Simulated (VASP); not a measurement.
# FeO (R-3m) in VASP: a series of runs, part 2 of 2

VASP 6.6.1.

## 3. Single point, PBE, collinear spin, ferromagnetic start

File INCAR:

```
SYSTEM = FeO
PREC = Accurate
ENCUT = 520
EDIFF = 1E-6
ISMEAR = 0
SIGMA = 0.15
LREAL = .FALSE.
LASPH = .TRUE.
NELM = 150
ALGO = Normal
ISIF = 2
LWAVE = .FALSE.
LCHARG = .FALSE.
ISPIN = 2
MAGMOM = 4.5 0
LORBIT = 11
LMAXMIX = 4
GGA = PE
NBANDS = 18
```

File KPOINTS:

```
Automatic mesh
0
G
  10 10 10
  0 0 0
```

File POSCAR:

```
FeO
1.0
    1.5188200000      0.8768900000      2.5195800000
   -1.5188200000      0.8768900000      2.5195800000
    0.0000000000     -1.7537800000      2.5195800000
Fe O
1 1
Direct
    0.0000000000      0.0000000000      0.0000000000
    0.5000000000      0.5000000000      0.5000000000
```

Potentials or basis: VASP PAW PBE potentials, release 64 (Fe, O).

Launch:

```bash
$ cat potpaw_PBE.64/Fe/POTCAR potpaw_PBE.64/O/POTCAR > POTCAR
$ mpirun -np 1 vasp_std > vasp.out
```

Run time: 76 s. Hardware: 1 thread of Intel Xeon 8259CL, shared host; peak memory 0.2 GiB.

The run converged. Its results:

```
Free energy                                           : -14.9382 eV
Pressure                                              : -1.2 GPa
Band gap on the k mesh                                : zero (filled and empty bands overlap)
Net moment                                            : 4.00 μB per cell
Site moments                                          : Fe +3.62; O +0.30 μB
Valence electrons inside the program's atomic spheres : Fe 6.72; O 4.99
```

Stress tensor (GPa, compression positive):
```
-0.82  0.00  0.00
 0.00 -0.82  0.00
 0.00  0.00 -2.00
```

Levels at points of the mesh, in eV from the Fermi level:
Spin up:
```csv
k point,band 5,band 6,band 7,band 8,band 9,band 10,band 11,band 12,band 13,band 14
"(0.00, 0.00, 0.00)",-3.84,-3.74,-3.74,-3.67,-3.67,0.06,15.45,16.72,17.13,17.13
"(0.50, 0.00, 0.00)",-3.09,-3.03,-2.48,-0.36,-0.33,4.05,8.48,12.34,12.55,19.34
"(0.50, 0.50, 0.00)",-4.76,-3.29,-2.82,-2.80,-2.80,5.25,8.71,10.75,14.54,14.76
"(0.50, 0.50, 0.50)",-3.08,-3.08,-2.54,-0.37,-0.37,4.16,8.24,12.74,12.74,19.58
```
Spin down:
| k point | band 2 | band 3 | band 4 | band 5 | band 6 | band 7 | band 8 | band 9 |
| --- | --- | --- | --- | --- | --- | --- | --- | --- |
| (0.00, 0.00, 0.00) | -3.29 | -3.18 | -3.18 | -0.79 | -0.70 | -0.70 | 0.20 | 0.20 |
| (0.50, 0.00, 0.00) | -7.93 | -5.18 | -5.08 | 0.35 | 0.43 | 0.61 | 2.76 | 2.79 |
| (0.50, 0.50, 0.00) | -6.83 | -4.44 | -4.33 | -2.09 | 0.71 | 0.73 | 0.75 | 1.13 |
| (0.50, 0.50, 0.50) | -7.98 | -5.04 | -5.04 | 0.37 | 0.37 | 0.56 | 2.74 | 2.74 |

Caveat: a cell with one magnetic atom can't hold antiferromagnetic order, which such compounds often take; semilocal functionals often make such compounds metallic where correlation or magnetic order opens a gap, which also shifts bond lengths.

## 4. Single point, PBE, collinear spin, ferromagnetic start

INCAR, as its differences from that of step 3:

```diff
@@ -3,5 +3,5 @@
 ENCUT = 520
-EDIFF = 1E-6
+EDIFF = 1E-7
 ISMEAR = 0
-SIGMA = 0.15
+SIGMA = 0.1
 LREAL = .FALSE.
```

KPOINTS is that of step 3.

POSCAR is that of step 3.

Launch:

```bash
$ cat potpaw_PBE.64/Fe/POTCAR potpaw_PBE.64/O/POTCAR > POTCAR
$ mpirun -np 1 vasp_std > vasp.out
```

Wall time 83 s (1 thread of Intel Xeon 8259CL, shared host); peak memory 0.2 GiB.

It converged, with:

```
Free energy                                           : -14.9342 eV
Pressure                                              : -1.2 GPa
Band gap on the k mesh                                : zero (filled and empty bands overlap)
Net moment                                            : 4.00 μB per cell
Site moments                                          : Fe +3.62; O +0.30 μB
Valence electrons inside the program's atomic spheres : Fe 6.72; O 4.99
```

Stress tensor (GPa, compression positive):
```
-0.77  0.00  0.00
 0.00 -0.77  0.00
 0.00  0.00 -1.99
```

Levels at points of the mesh, in eV from the Fermi level:
Spin up:
```csv
k point,band 6,band 7,band 8,band 9,band 10,band 11,band 12,band 13
"(0.00, 0.00, 0.00)",-3.75,-3.75,-3.68,-3.68,0.05,15.44,16.71,17.12
"(0.50, 0.00, 0.00)",-3.04,-2.49,-0.37,-0.34,4.04,8.47,12.33,12.54
"(0.50, 0.50, 0.00)",-3.30,-2.83,-2.81,-2.81,5.24,8.70,10.74,14.53
"(0.50, 0.50, 0.50)",-3.10,-2.55,-0.38,-0.38,4.16,8.23,12.73,12.73
```
Spin down:
```
           k point  band 2  band 3  band 4  band 5  band 6  band 7  band 8  band 9
(0.00, 0.00, 0.00)   -3.30   -3.19   -3.19   -0.80   -0.71   -0.71    0.19    0.19
(0.50, 0.00, 0.00)   -7.94   -5.19   -5.09    0.34    0.42    0.60    2.75    2.78
(0.50, 0.50, 0.00)   -6.84   -4.45   -4.34   -2.10    0.70    0.72    0.74    1.12
(0.50, 0.50, 0.50)   -7.99   -5.05   -5.05    0.35    0.35    0.55    2.73    2.73
```

Caveat: a cell with one magnetic atom can't hold antiferromagnetic order, which such compounds often take; semilocal functionals often make such compounds metallic where correlation or magnetic order opens a gap, which also shifts bond lengths. With open d or f shells a metallic result of PBE can be an artefact of self-interaction; +U or a hybrid may open a gap.

## 5. Single point, PBE, collinear spin, ferromagnetic start

File INCAR:

```
SYSTEM = FeO
ALGO = Normal
EDIFF = 1E-6
ENCUT = 520
GGA = PE
ISIF = 2
ISMEAR = 0
ISPIN = 2
LASPH = .True.
LCHARG = .False.
LMAXMIX = 4
LORBIT = 11
LREAL = .False.
LWAVE = .False.
MAGMOM = 4.5 0
NBANDS = 18
NELM = 150
PREC = Accurate
SIGMA = 0.05
```

File KPOINTS:

```
k-points
0
Gamma
  10 10 10
  0 0 0
```

POSCAR is that of step 4.

Launch:

```bash
$ cat potpaw_PBE.64/Fe/POTCAR potpaw_PBE.64/O/POTCAR > POTCAR
$ mpirun -np 1 vasp_std > vasp.out
```

It took 68 s on 1 thread of Intel Xeon 8259CL, shared host; peak memory 0.2 GiB.

It converged, with:

| Quantity | Value |
| --- | --- |
| Free energy | -14.9315 eV |
| Pressure | -1.3 GPa |
| Band gap on the k mesh | zero (filled and empty bands overlap) |
| Net moment | 4.00 μB per cell |
| Site moments | Fe +3.62; O +0.30 μB |
| Valence electrons inside the program's atomic spheres | Fe 6.72; O 4.99 |

Stress tensor (GPa, compression positive):
```
-0.90  0.00  0.00
 0.00 -0.90  0.00
 0.00  0.00 -2.12
```

Levels at points of the mesh, in eV from the Fermi level:
Spin up:
| k point | band 5 | band 6 | band 7 | band 8 | band 9 | band 10 | band 11 | band 12 | band 13 | band 14 |
| --- | --- | --- | --- | --- | --- | --- | --- | --- | --- | --- |
| (0.00, 0.00, 0.00) | -3.86 | -3.76 | -3.76 | -3.69 | -3.69 | 0.05 | 15.43 | 16.71 | 17.12 | 17.12 |
| (0.50, 0.00, 0.00) | -3.11 | -3.05 | -2.50 | -0.38 | -0.35 | 4.03 | 8.46 | 12.33 | 12.54 | 19.33 |
| (0.50, 0.50, 0.00) | -4.78 | -3.31 | -2.84 | -2.82 | -2.81 | 5.23 | 8.69 | 10.73 | 14.52 | 14.75 |
| (0.50, 0.50, 0.50) | -3.10 | -3.10 | -2.56 | -0.39 | -0.39 | 4.15 | 8.23 | 12.72 | 12.72 | 19.57 |
Spin down:
| k point | band 1 | band 2 | band 3 | band 4 | band 5 | band 6 | band 7 | band 8 | band 9 | band 10 |
| --- | --- | --- | --- | --- | --- | --- | --- | --- | --- | --- |
| (0.00, 0.00, 0.00) | -20.16 | -3.30 | -3.20 | -3.20 | -0.80 | -0.72 | -0.72 | 0.18 | 0.18 | 0.85 |
| (0.50, 0.00, 0.00) | -18.97 | -7.94 | -5.19 | -5.09 | 0.34 | 0.41 | 0.60 | 2.74 | 2.77 | 4.51 |
| (0.50, 0.50, 0.00) | -18.97 | -6.85 | -4.46 | -4.35 | -2.10 | 0.70 | 0.71 | 0.73 | 1.11 | 6.58 |
| (0.50, 0.50, 0.50) | -19.02 | -8.00 | -5.05 | -5.05 | 0.35 | 0.35 | 0.54 | 2.72 | 2.72 | 4.64 |

Caveat: a cell with one magnetic atom can't hold antiferromagnetic order, which such compounds often take; semilocal functionals often make such compounds metallic where correlation or magnetic order opens a gap, which also shifts bond lengths.

## 6. Single point, PBE, collinear spin, ferromagnetic start

File INCAR:

```
SYSTEM = FeO
PREC = Accurate
ENCUT = 520
EDIFF = 1E-7
ISMEAR = 0
SIGMA = 0.025
LREAL = .False.
LASPH = .True.
NELM = 150
ALGO = Normal
ISIF = 2
LWAVE = .False.
LCHARG = .True.
ISPIN = 2
MAGMOM = 4.5 0
LORBIT = 11
LMAXMIX = 4
GGA = PE
LELF = .True.
LVHAR = .True.
NBANDS = 18
```

File KPOINTS:

```
regular mesh
0
Gamma
  10 10 10
  0 0 0
```

POSCAR is that of step 5.

Potentials or basis: VASP PAW PBE potentials, release 64 (Fe, O).

Launch:

```bash
$ cat potpaw_PBE.64/Fe/POTCAR potpaw_PBE.64/O/POTCAR > POTCAR
$ mpirun -np 1 vasp_std > vasp.out
```

Run time: 72 s. Hardware: 1 thread of Intel Xeon 8259CL, shared host; peak memory 0.2 GiB.

The run converged. Its results:

```
Free energy                                           : -14.9307 eV
Pressure                                              : -1.2 GPa
Band gap on the k mesh                                : zero (filled and empty bands overlap)
Net moment                                            : 4.00 μB per cell
Site moments                                          : Fe +3.62; O +0.30 μB
Valence electrons inside the program's atomic spheres : Fe 6.72; O 4.99
```

Stress tensor (GPa, compression positive):
```
-0.82  0.00  0.00
 0.00 -0.82  0.00
 0.00  0.00 -2.03
```

Levels at points of the mesh, in eV from the Fermi level:
Spin up:
```csv
k point,band 6,band 7,band 8,band 9,band 10,band 11,band 12,band 13
"(0.00, 0.00, 0.00)",-3.76,-3.76,-3.69,-3.69,0.05,15.43,16.71,17.12
"(0.50, 0.00, 0.00)",-3.05,-2.50,-0.38,-0.35,4.03,8.46,12.33,12.53
"(0.50, 0.50, 0.00)",-3.31,-2.84,-2.82,-2.81,5.23,8.69,10.73,14.52
"(0.50, 0.50, 0.50)",-3.10,-2.56,-0.39,-0.39,4.15,8.23,12.72,12.72
```
Spin down:
```tsv
k point	band 3	band 4	band 5	band 6	band 7	band 8
(0.00, 0.00, 0.00)	-3.20	-3.20	-0.80	-0.72	-0.72	0.18
(0.50, 0.00, 0.00)	-5.20	-5.10	0.33	0.41	0.60	2.74
(0.50, 0.50, 0.00)	-4.46	-4.35	-2.10	0.69	0.71	0.73
(0.50, 0.50, 0.50)	-5.05	-5.05	0.35	0.35	0.54	2.72
```

Caveat: a cell with one magnetic atom can't hold antiferromagnetic order, which such compounds often take; semilocal functionals often make such compounds metallic where correlation or magnetic order opens a gap, which also shifts bond lengths.

## 7. The runs side by side

| smearing | gap on the mesh (eV) | pressure (GPa) | moment (μB) |
| --- | --- | --- | --- |
| gaussian 0.25 eV | none | -1.1 | 4.00 |
| gaussian 0.15 eV | none | -1.2 | 4.00 |
| gaussian 0.1 eV | none | -1.2 | 4.00 |
| gaussian 0.05 eV | none | -1.3 | 4.00 |
| gaussian 0.025 eV | none | -1.2 | 4.00 |

Alike in all rows: task single point; level PBE; potentials or basis VASP PAW PBE potentials, release 64 (Fe, O); spin collinear, ferromagnetic start; cell as given; k mesh 10 × 10 × 10; cutoff (eV) 520.

Caveats: a cell with one magnetic atom can't hold antiferromagnetic order, which such compounds often take; semilocal functionals often make such compounds metallic where correlation or magnetic order opens a gap, which also shifts bond lengths; so wide a smearing shifts energies and pressures (at least some runs).

Total energies depend on the potentials used, so only differences within one code and one set of settings carry meaning.
